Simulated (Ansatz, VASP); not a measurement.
# GaSb3: VASP beside Ansatz

INCAR

```
ALGO = Normal
EDIFF = 1E-6
ENCUT = 520
GGA = PS
ISIF = 2
ISMEAR = 0
LASPH = True
LCHARG = True
LELF = True
LREAL = False
LVHAR = True
LWAVE = False
NBANDS = 22
NELM = 80
PREC = Accurate
SIGMA = 0.15
```

KPOINTS

```
k-points
0
Gamma
  10 10 10
```

The input POSCAR:

```
GaSb3
1.0
    0.0000000000      3.7117726886      3.6137818896
    3.7117726886      0.0000000000      3.6137818896
    3.7117726886      3.7117726886      0.0000000000
Ga Sb
1 3
Direct
    0.0000000000      0.0000000000      0.0000000000
    0.2500000000      0.2500000000      0.2500000000
    0.7500000000      0.7500000000      0.7500000000
    0.5000000000      0.5000000000      0.5000000000
```

Input for Ansatz:

```yaml
crystal:
  lattice:
    - [0.0, 3.7117726886, 3.6137818896]
    - [3.7117726886, 0.0, 3.6137818896]
    - [3.7117726886, 3.7117726886, 0.0]
  atoms:
    - { symbol: Ga, position: [0.0, 0.0, 0.0] }
    - { symbol: Sb, position: [0.25, 0.25, 0.25] }
    - { symbol: Sb, position: [0.75, 0.75, 0.75] }
    - { symbol: Sb, position: [0.5, 0.5, 0.5] }
basis:
  ecutwfc: 420
kpoints:
  mp_grid: { grid: [10, 10, 10] }
hamiltonian:
  xc: pbesol
  pseudopotentials: { kind: paw, azcp: { folder: soft_1 } }
scf:
  occupations: { method: gaussian, width: 0.15 }
output:
  forces: true
  stress: true
  eigenvalues: true
```

Alike in both runs: task single point; functional PBEsol; k mesh 10 × 10 × 10; occupations gaussian, width 0.15 eV; no spin polarisation.

```csv
,VASP,Ansatz
version,VASP 6.6.1,Ansatz 0.2.0
potentials or method,"VASP PAW PBE potentials, release 64 (Ga_d, Sb), cutoff 520 eV","scalar-relativistic, plane waves, PAW"
valence electrons in the cell,28,58
```

```csv
,VASP,Ansatz,Ansatz less VASP
gap on the k mesh at the Fermi level (eV),none,none,-
pressure (GPa),-1.5,-1.5,+0.01
"traceless stress, the component that is largest in VASP (GPa)",0.51,0.51,-0.003
```

VASP's potentials were made for PBE, not for PBEsol, and Ansatz warns of the same on its side. A gap of «none» marks a metal or a gap that the smearing closes. VASP's potentials hold 28 valence electrons a cell and Ansatz's 58, so a difference there can come from the potentials and not from the codes.

Neither program's run includes spin-orbit coupling.
